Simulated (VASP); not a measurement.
Runs of VASP 6.6.1 on La. The structure is that of space group Pm-3m (No. 221), or close to it. The cells are those of the table. 

```tsv
task	cell	cutoff (eV)	gap on the mesh (eV)	pressure (GPa)
single point	a = 2.779 Å, 1 atom	520	none	29.8
single point	a = 3.175 Å, 1 atom	520	none	-0.1
relaxation of cell and atoms	relaxed to 30 GPa from a = 3.450 Å, 1 atom	600	none	30.0
relaxation of cell and atoms	relaxed from a = 3.450 Å, 1 atom	600	none	0.0
relaxation of cell and atoms	relaxed to 15 GPa from a = 3.450 Å, 1 atom	600	none	15.1
single point	a = 2.881 Å, 1 atom	520	none	(a)
single point	a = 2.711 Å, 1 atom	520	none	44.9
```

Alike in all rows: level LDA; potentials or basis VASP PAW LDA potentials, release 64 (La); no spin polarisation; k mesh 13 × 13 × 13; smearing gaussian 0.05 eV.

Problem. Fill in the values left out.

Solution. (a) 14.9.

Caveats: spin-orbit coupling is left out, which moves the levels of the heavy elements; the cell is relaxed towards a set pressure, so the enthalpy falls and the energy may rise (some runs).

A k mesh can miss the band edges, and the runs leave out spin-orbit coupling on La.

A gap of «none» marks levels without a gap at the run's occupations.
